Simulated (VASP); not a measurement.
# MnSi (P2_13) in VASP: further runs

Runs on MnSi. Level: PBE+U. Tasks: single point.

Program: VASP 6.6.1. These are calculated values, not measurements. Logs are shortened: lines on timing, memory, paths and dates and some standing lists are left out, and cuts for length are marked.

### 1 The cell of the first run

It takes space group P2_13 (No. 198, cubic). The conventional cell has a = 4.558 Å, b = 4.558 Å, c = 4.558 Å, α = 90.00°, β = 90.00°, γ = 90.00°. Mn (site symmetry 3) has 7 Si at 2.31 to 2.54 Å and 6 Mn at 2.80 Å within 3.1 Å. Si (site symmetry 3) has 7 Mn at 2.31 to 2.54 Å and 6 Si at 2.82 Å within 3.1 Å.

### 2 Single point, PBE+U, collinear spin, ferromagnetic start

INCAR reads:

```
SYSTEM = MnSi
ALGO = Normal ; EDIFF = 1E-6
ENCUT = 520 ; GGA = PE
ISIF = 2 ; ISMEAR = -1
ISPIN = 2 ; LASPH = .TRUE.
LCHARG = .FALSE. ; LDAU = .TRUE.
LDAUJ = 0 0 ; LDAUL = 2 -1
LDAUPRINT = 1 ; LDAUTYPE = 2
LDAUU = 4.6 0 ; LMAXMIX = 4
LORBIT = 11 ; LREAL = .FALSE.
LWAVE = .FALSE. ; MAGMOM = 4.5 4.5 4.5 4.5 0 0 0 0
NBANDS = 48 ; NELM = 150
PREC = Accurate ; SIGMA = 0.05
```

KPOINTS reads:

```
k-points
0
G
  5 5 5
  0 0 0
```

POSCAR reads:

```
MnSi
1.0
    4.5580000000      0.0000000000      0.0000000000
    0.0000000000      4.5580000000      0.0000000000
    0.0000000000      0.0000000000      4.5580000000
Mn Si
4 4
Direct
    0.1380000000      0.1380000000      0.1380000000
    0.3620000000      0.8620000000      0.6380000000
    0.6380000000      0.3620000000      0.8620000000
    0.8620000000      0.6380000000      0.3620000000
    0.8450000000      0.8450000000      0.8450000000
    0.6550000000      0.1550000000      0.3450000000
    0.3450000000      0.6550000000      0.1550000000
    0.1550000000      0.3450000000      0.6550000000
```

Potentials or basis: VASP PAW PBE potentials, release 64 (Mn_pv, Si).

Command:

```sh
> cat potpaw_PBE.64/Mn_pv/POTCAR potpaw_PBE.64/Si/POTCAR > POTCAR
> mpirun -np 1 vasp_std > vasp.out
```

OUTCAR:

```text
SYSTEM = MnSi
   EDIFF = 1E-6
   ENCUT = 520
   GGA = PE
   ISIF = 2
   ISMEAR = -1
   ISPIN = 2
   LASPH = .TRUE.
   LORBIT = 11
   LREAL = .FALSE.
   NELM = 150
   PREC = Accurate

 ion  position               nearest neighbor table
   1  0.138  0.138  0.138-   5 2.31   6 2.40   7 2.40   8 2.40   7 2.54   8 2.54   6 2.54   3 2.80
                             4 2.80   2 2.80   2 2.80   4 2.80   3 2.80
   2  0.362  0.862  0.638-   6 2.31   5 2.40   7 2.40   8 2.40   7 2.54   8 2.54   5 2.54   1 2.80
                             1 2.80   3 2.80   3 2.80   4 2.80   4 2.80
   3  0.638  0.362  0.862-   7 2.31   6 2.40   5 2.40   8 2.40   8 2.54   6 2.54   5 2.54   1 2.80
                             4 2.80   2 2.80   2 2.80   4 2.80   1 2.80
   4  0.862  0.638  0.362-   8 2.31   6 2.40   7 2.40   5 2.40   6 2.54   5 2.54   7 2.54   1 2.80
                             3 2.80   2 2.80   1 2.80   2 2.80   3 2.80
   5  0.845  0.845  0.845-   1 2.31   2 2.40   3 2.40   4 2.40   3 2.54   4 2.54   2 2.54   6 2.82
                             7 2.82   8 2.82   6 2.82   8 2.82   7 2.82
   6  0.655  0.155  0.345-   2 2.31   1 2.40   3 2.40   4 2.40   3 2.54   4 2.54   1 2.54   8 2.82
                             5 2.82   5 2.82   7 2.82   7 2.82   8 2.82
   7  0.345  0.655  0.155-   3 2.31   2 2.40   1 2.40   4 2.40   4 2.54   2 2.54   1 2.54   8 2.82
                             5 2.82   8 2.82   6 2.82   6 2.82   5 2.82
   8  0.155  0.345  0.655-   4 2.31   2 2.40   3 2.40   1 2.40   2 2.54   1 2.54   3 2.54   7 2.82
                             5 2.82   7 2.82   5 2.82   6 2.82   6 2.82

  LATTYP: Found a simple cubic cell.
 ALAT       =     4.5580000000

  Lattice vectors:

 A1 = (   4.5580000000,   0.0000000000,   0.0000000000)
 A2 = (   0.0000000000,   4.5580000000,   0.0000000000)
 A3 = (   0.0000000000,   0.0000000000,   4.5580000000)

Analysis of symmetry for initial positions (statically):
=====================================================================
 Subroutine PRICEL returns:
 Original cell was already a primitive cell.

 Routine SETGRP: Setting up the symmetry group for a
 simple cubic supercell.

 Subroutine GETGRP returns: Found 12 space group operations
 (whereof  3 operations were pure point group operations)
 out of a pool of 48 trial point group operations.

The static configuration has the point symmetry C_3 .
 The point group associated with its full space group is T   .

Analysis of symmetry for dynamics (positions and initial velocities):
=====================================================================
 Subroutine PRICEL returns:
 Original cell was already a primitive cell.

 Routine SETGRP: Setting up the symmetry group for a
 simple cubic supercell.

 Subroutine GETGRP returns: Found 12 space group operations
 (whereof  3 operations were pure point group operations)
 out of a pool of 48 trial point group operations.

The dynamic configuration has the point symmetry C_3 .
 The point group associated with its full space group is T   .

Analysis of structural, dynamic, and magnetic symmetry:
=====================================================================
 Subroutine PRICEL returns:
 Original cell was already a primitive cell.

 Routine SETGRP: Setting up the symmetry group for a
 simple cubic supercell.

 Subroutine GETGRP returns: Found 12 space group operations
 (whereof  3 operations were pure point group operations)
 out of a pool of 48 trial point group operations.

The overall configuration has the point symmetry C_3 .
 The point group associated with its full space group is T   .

 Subroutine INISYM returns: Found 12 space group operations
 (whereof  3 operations are pure point group operations),
 and found     1 'primitive' translations

----------------------------------------------------------------------------------------

                                     Primitive cell

  volume of cell :      94.6941

  direct lattice vectors                    reciprocal lattice vectors
[... 109 lines left out ...]
   LORBIT       =     11    0 simple, 1 ext, 2 COOP (PROOUT), +10 PAW based schemes
 LDA+U is selected, type is set to LDAUTYPE =  2
   angular momentum for each species LDAUL =     2   -1
   U (eV)           for each species LDAUU =   4.6  0.0
   J (eV)           for each species LDAUJ =   0.0  0.0
   GGA     = PE    functional components
   LHFCALC =     F    Hartree Fock is set to
   AEXX    =    0.0000 exact exchange contribution
   IVDW    =     0    specifies the selected vdW correction
   LEPSILON=     F    determine dielectric tensor
   LRPA    =     F    only Hartree local field effects (RPA)
 spin polarized calculation
  energy-cutoff  :      520.00
  volume of cell :       94.69
 maximum number of plane-waves:      2569
 NGX is ok and might be reduce to    36
   NGX = 17   NGY = 17   NGZ = 17

atom =   1  type =  1  l = 2

 onsite density matrix

spin component  1
[... 116 lines left out ...]
  o =  0.1736  v =  0.0000  0.0000  0.0000  0.0000  0.0000  0.4483 -0.1443 -0.4327  0.3040  0.7060      0.0000  0.0000  0.0000  0.0000  0.0000  0.0000  0.0000  0.0000  0.0000  0.0000
  o =  0.1736  v =  0.0000  0.0000  0.0000  0.0000  0.0000  0.0922 -0.4344  0.7060 -0.3422  0.4327      0.0000  0.0000  0.0000  0.0000  0.0000  0.0000  0.0000  0.0000  0.0000  0.0000
  o =  0.2007  v =  0.0000  0.0000  0.0000  0.0000  0.0000  0.5774  0.5774  0.0000 -0.5774 -0.0000      0.0000  0.0000  0.0000  0.0000  0.0000  0.0000  0.0000  0.0000  0.0000  0.0000
  o =  0.2435  v =  0.0000  0.0000  0.0000  0.0000  0.0000 -0.6381  0.5126 -0.0056 -0.1255  0.5606      0.0000  0.0000  0.0000  0.0000  0.0000  0.0000  0.0000  0.0000  0.0000  0.0000
  o =  0.2435  v =  0.0000  0.0000  0.0000  0.0000  0.0000  0.2235  0.4409  0.5606  0.6644  0.0056      0.0000  0.0000  0.0000  0.0000  0.0000  0.0000  0.0000  0.0000  0.0000  0.0000
  o =  0.8212  v =  0.5774  0.5774  0.0000 -0.5774  0.0000  0.0000  0.0000  0.0000  0.0000  0.0000      0.0000  0.0000  0.0000  0.0000  0.0000  0.0000  0.0000  0.0000  0.0000  0.0000
  o =  0.8288  v = -0.1227  0.1622  0.9782  0.0395  0.0151  0.0000  0.0000  0.0000  0.0000  0.0000      0.0000  0.0000  0.0000  0.0000  0.0000  0.0000  0.0000  0.0000  0.0000  0.0000
  o =  0.8288  v =  0.1164  0.0481  0.0151  0.1645 -0.9782  0.0000  0.0000  0.0000  0.0000  0.0000      0.0000  0.0000  0.0000  0.0000  0.0000  0.0000  0.0000  0.0000  0.0000  0.0000
  o =  0.8659  v =  0.1864 -0.7659  0.1755 -0.5795 -0.1102  0.0000  0.0000  0.0000  0.0000  0.0000      0.0000  0.0000  0.0000  0.0000  0.0000  0.0000  0.0000  0.0000  0.0000  0.0000
  o =  0.8659  v = -0.7767  0.2269 -0.1102 -0.5498 -0.1755  0.0000  0.0000  0.0000  0.0000  0.0000      0.0000  0.0000  0.0000  0.0000  0.0000  0.0000  0.0000  0.0000  0.0000  0.0000

 number of electron      68.0000081 magnetization      10.9009324

 Free energy of the ion-electron system (eV)
  ---------------------------------------------------
  ext. energy  EPLUGINS =         0.00000000
  ---------------------------------------------------
  free energy    TOTEN  =       -44.11347804 eV

  energy without entropy =      -44.08633508  energy(sigma->0) =      -44.09990656

 E-fermi :  11.4011     XC(G=0): -12.6403

 val. band max:       11.3885073315   @ k =  -0.2000   0.4000   0.0000
 cond. band min:      11.4306985486   @ k =   0.4000   0.4000   0.0000
 fundamental gap:      0.0421912171
 Fermi energy:        11.4011211519

 spin component 1

 k-point     1 :       0.0000    0.0000    0.0000
  band No.  band energies     occupation
      1     -38.2635      1.00000
      2     -38.2635      1.00000
      3     -38.2635      1.00000
      4     -38.2023      1.00000
      5     -38.2023      1.00000
      6     -38.2023      1.00000
[... 528 lines left out ...]
     45      16.0401      0.00000
     46      16.4492      0.00000
 Fermi energy:        11.4011211519

 spin component 2

 k-point     1 :       0.0000    0.0000    0.0000
  band No.  band energies     occupation
      1     -34.9085      1.00000
      2     -34.9085      1.00000
      3     -34.9085      1.00000
      4     -34.8198      1.00000
      5     -34.8158      1.00000
      6     -34.8158      1.00000
[... 528 lines left out ...]
     45      17.3826      0.00000
     46      17.6851      0.00000
 [bands above 46 left out]

------------------------ aborting loop because EDIFF is reached ----------------------------------------

  FORCE on cell =-STRESS in cart. coord.  units (eV):
  Direction    XX          YY          ZZ          XY          YZ          ZX
  --------------------------------------------------------------------------------------
  -------------------------------------------------------------------------------------
  Total       14.4575107     14.4575107     14.4575107     -0.0000000     -0.0000000     -0.0000000
  in kB      244.6139057    244.6139057    244.6139057     -0.0000000     -0.0000000     -0.0000000
  external PRESSURE =     244.6139057 kB  Pullay stress =       0.0000000 kB

 VOLUME and BASIS-vectors are now :
 -----------------------------------------------------------------------------
  energy-cutoff  :      520.00
  volume of cell :       94.69
      direct lattice vectors                 reciprocal lattice vectors
     4.558000000  0.000000000  0.000000000     0.219394471  0.000000000  0.000000000
     0.000000000  4.558000000  0.000000000     0.000000000  0.219394471  0.000000000
     0.000000000  0.000000000  4.558000000     0.000000000  0.000000000  0.219394471

 POSITION                                       TOTAL-FORCE (eV/Angst)
 -----------------------------------------------------------------------------------
      0.62900      0.62900      0.62900         0.400957      0.400957      0.400957
      1.65000      3.92900      2.90800        -0.400957     -0.400957      0.400957
      2.90800      1.65000      3.92900         0.400957     -0.400957     -0.400957
      3.92900      2.90800      1.65000        -0.400957      0.400957     -0.400957
      3.85151      3.85151      3.85151         0.025602      0.025602      0.025602
      2.98549      0.70649      1.57251        -0.025602     -0.025602      0.025602
      1.57251      2.98549      0.70649         0.025602     -0.025602     -0.025602
      0.70649      1.57251      2.98549        -0.025602      0.025602     -0.025602
 -----------------------------------------------------------------------------------
    total drift:                                0.000000      0.000001      0.000000

  FREE ENERGIE OF THE ION-ELECTRON SYSTEM (eV)
  ---------------------------------------------------
  free  energy   TOTEN  =       -44.1134780379 eV

  energy  without entropy=      -44.0863350796  energy(sigma->0) =      -44.09990656

 total charge

# of ion       s       p       d       tot
------------------------------------------
    1        0.335   6.390   5.213  11.937
    2        0.335   6.390   5.213  11.937
    3        0.335   6.390   5.213  11.937
    4        0.335   6.390   5.213  11.937
    5        0.758   0.925   0.000   1.683
    6        0.758   0.925   0.000   1.683
    7        0.758   0.925   0.000   1.683
    8        0.758   0.925   0.000   1.683
--------------------------------------------------
tot          4.372  29.260  20.851  54.482

 magnetization (x)

# of ion       s       p       d       tot
------------------------------------------
    1       -0.003  -0.006   3.171   3.162
    2       -0.003  -0.006   3.171   3.162
    3       -0.003  -0.006   3.171   3.162
    4       -0.003  -0.006   3.171   3.162
    5       -0.056  -0.160   0.000  -0.216
    6       -0.056  -0.160   0.000  -0.216
    7       -0.056  -0.160   0.000  -0.216
    8       -0.056  -0.160   0.000  -0.216
--------------------------------------------------
tot         -0.234  -0.663  12.683  11.785
```

Wall time 80 s (1 thread of Intel Xeon Platinum 8488C (Sapphire Rapids), shared host); peak memory 0.27 GiB.

What came out:

```yaml
Free_energy: -44.1135 eV
Pressure: 24.5 GPa
Largest_force: 0.694 eV/Å
Net_moment: 10.90 μB per cell
Site_moments: Mn +3.16; Si -0.22 μB
Valence_electrons_inside_the_program's_atomic_spheres: Mn 11.94; Si 1.68
```

Forces on the atoms (eV/Å):
```
Mn   0.401  0.401  0.401
Mn  -0.401 -0.401  0.401
Mn   0.401 -0.401 -0.401
Mn  -0.401  0.401 -0.401
Si   0.026  0.026  0.026
Si  -0.026 -0.026  0.026
Si   0.026 -0.026 -0.026
Si  -0.026  0.026 -0.026
```

Eigenvalues of the final occupation matrices:
```csv
site,spin,trace,eigenvalues
site 1 d,1,4.21,0.82 0.83 0.83 0.87 0.87
site 1 d,2,1.04,0.17 0.17 0.20 0.24 0.24
site 2 d,1,4.21,0.82 0.83 0.83 0.87 0.87
site 2 d,2,1.04,0.17 0.17 0.20 0.24 0.24
site 3 d,1,4.21,0.82 0.83 0.83 0.87 0.87
site 3 d,2,1.04,0.17 0.17 0.20 0.24 0.24
site 4 d,1,4.21,0.82 0.83 0.83 0.87 0.87
site 4 d,2,1.04,0.17 0.17 0.20 0.24 0.24
```

Caveat: the U is typed as a test and isn't derived for this compound.

### 3 Single point, PBE+U, collinear spin, ferromagnetic start

INCAR reads:

```
ALGO = Normal
EDIFF = 1E-6
ENCUT = 520
GGA = PE
ISIF = 2
ISMEAR = -1
ISPIN = 2
LASPH = T
LCHARG = T
LDAU = T
LDAUJ = 0 0
LDAUL = 2 -1
LDAUPRINT = 1
LDAUTYPE = 2
LDAUU = 4.6 0
LELF = T
LMAXMIX = 4
LORBIT = 11
LREAL = F
LVHAR = T
LWAVE = F
MAGMOM = 4.5 4.5 4.5 4.5 0 0 0 0
NBANDS = 48
NELM = 150
PREC = Accurate
SIGMA = 0.05
```

KPOINTS reads:

```
k-points
0
Gamma
  5 5 5
```

POSCAR is that of step 2.

Potentials or basis: VASP PAW PBE potentials, release 64 (Mn_pv, Si).

Command:

```sh
> cat potpaw_PBE.64/Mn_pv/POTCAR potpaw_PBE.64/Si/POTCAR > POTCAR
> mpirun -np 1 vasp_std > vasp.out
```

Wall time 88 s (1 thread of Intel Xeon Platinum 8488C (Sapphire Rapids), shared host); peak memory 0.27 GiB.

Results (log left out):

- Free energy: -44.1135 eV
- Pressure: 24.5 GPa
- Largest force: 0.694 eV/Å
- Net moment: 10.90 μB per cell
- Site moments: Mn +3.16; Si -0.22 μB
- Valence electrons inside the program's atomic spheres: Mn 11.94; Si 1.68

Forces on the atoms (eV/Å):
```
Mn   0.401  0.401  0.401
Mn  -0.401 -0.401  0.401
Mn   0.401 -0.401 -0.401
Mn  -0.401  0.401 -0.401
Si   0.026  0.026  0.026
Si  -0.026 -0.026  0.026
Si   0.026 -0.026 -0.026
Si  -0.026  0.026 -0.026
```

Levels at points of the mesh, in eV from the Fermi level:
Spin up:
| k point | band 37 | band 38 | band 39 | band 40 | band 41 | band 42 |
| --- | --- | --- | --- | --- | --- | --- |
| (0.00, 0.00, 0.00) | -1.75 | -1.75 | -1.75 | 1.53 | 1.53 | 1.53 |
Spin down:
| k point | band 25 | band 26 | band 27 | band 28 | band 29 | band 30 | band 31 | band 32 | band 33 | band 34 |
| --- | --- | --- | --- | --- | --- | --- | --- | --- | --- | --- |
| (0.00, 0.00, 0.00) | -1.41 | -1.09 | -1.09 | -1.09 | -0.59 | -0.59 | -0.59 | 2.29 | 2.29 | 2.29 |

Eigenvalues of the final occupation matrices:
```csv
site,spin,trace,eigenvalues
site 1 d,1,4.21,0.82 0.83 0.83 0.87 0.87
site 1 d,2,1.04,0.17 0.17 0.20 0.24 0.24
site 2 d,1,4.21,0.82 0.83 0.83 0.87 0.87
site 2 d,2,1.04,0.17 0.17 0.20 0.24 0.24
site 3 d,1,4.21,0.82 0.83 0.83 0.87 0.87
site 3 d,2,1.04,0.17 0.17 0.20 0.24 0.24
site 4 d,1,4.21,0.82 0.83 0.83 0.87 0.87
site 4 d,2,1.04,0.17 0.17 0.20 0.24 0.24
```

Caveat: the U is typed as a test and isn't derived for this compound. The state reached can hang on the start; a lower one may exist.

### 4 Single point, PBE+U, collinear spin, ferrimagnetic start

INCAR reads:

```
SYSTEM = MnSi
PREC = Accurate
ENCUT = 520
EDIFF = 1E-6
ISMEAR = -1
SIGMA = 0.05
LREAL = .FALSE.
LASPH = .TRUE.
NELM = 150
ALGO = Normal
ISIF = 2
LWAVE = .FALSE.
LCHARG = .FALSE.
ISPIN = 2
MAGMOM = 4.5 4.5 -4.5 4.5 0 0 0 0
LORBIT = 11
LMAXMIX = 4
LDAU = .TRUE.
LDAUTYPE = 2
LDAUL = 2 -1
LDAUU = 4.6 0
LDAUJ = 0 0
LDAUPRINT = 1
GGA = PE
NBANDS = 48
```

KPOINTS reads:

```
regular mesh
0
G
  5 5 5
  0 0 0
```

POSCAR is that of step 3.

Command:

```sh
> cat potpaw_PBE.64/Mn_pv/POTCAR potpaw_PBE.64/Si/POTCAR > POTCAR
> mpirun -np 1 vasp_std > vasp.out
```

Wall time 3 min (1 thread of Intel Xeon Platinum 8488C (Sapphire Rapids), shared host); peak memory 0.32 GiB.

The run converged, but its numbers aren't listed here, since they failed a check.

Caveat: the result breaks the symmetry of the cell; the U is typed as a test and isn't derived for this compound.
